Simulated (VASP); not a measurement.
Input of a VASP 6.6.1 run:

INCAR

```
ALGO = Normal
EDIFF = 1E-6
EDIFFG = -0.008
ENCUT = 600
GGA = PE
IBRION = 2
ISIF = 3
ISMEAR = 0
LASPH = T
LCHARG = F
LREAL = F
LWAVE = F
NELM = 100
NSW = 70
PREC = Accurate
PSTRESS = 80.0
SIGMA = 0.02
```

Contents of KPOINTS:

```
k-points
0
Gamma
  6 6 4
```

Contents of POSCAR:

```
SiO2
1.0
    4.7896662276      0.0000000000      0.0000000000
   -2.3948331138      4.1479726287      0.0000000000
    0.0000000000      0.0000000000      8.3705961508
Si O
4 8
Direct
    0.6666666667      0.3333333333      0.9368192379
    0.6666666667      0.3333333333      0.5631807621
    0.3333333333      0.6666666667      0.0631807621
    0.3333333333      0.6666666667      0.4368192379
    0.0000000000      0.3852698914      0.0000000000
    0.3852698914      0.3852698914      0.5000000000
    0.6147301086      0.0000000000      0.5000000000
    0.6147301086      0.6147301086      0.0000000000
    0.0000000000      0.6147301086      0.5000000000
    0.6666666667      0.3333333333      0.7500000000
    0.3333333333      0.6666666667      0.2500000000
    0.3852698914      0.0000000000      0.0000000000
```

Potentials or basis: VASP PAW PBE potentials, release 64 (Si, O).

The run is started by

```console
$ cat potpaw_PBE.64/Si/POTCAR potpaw_PBE.64/O/POTCAR > POTCAR
$ mpirun -np 1 vasp_std > vasp.out
```

(1) Predict the space group after relaxing (to 0.1 Å).

(2) Estimate the band gap on the k mesh.

(3) What does it give for the relaxed volume?

(4) Estimate the relaxed cell.

## Answers

(1) P6_322 (No. 182).

(2) 5.68 eV (least direct gap 5.82 eV).

(3) 13.81 Å³/atom.

(4) a = 4.733 Å, b = 4.733 Å, c = 8.545 Å, α = 90.00°, β = 90.00°, γ = 120.00°.

Caveat: the cell is relaxed towards a set pressure, so the run minimises the enthalpy, not the energy.
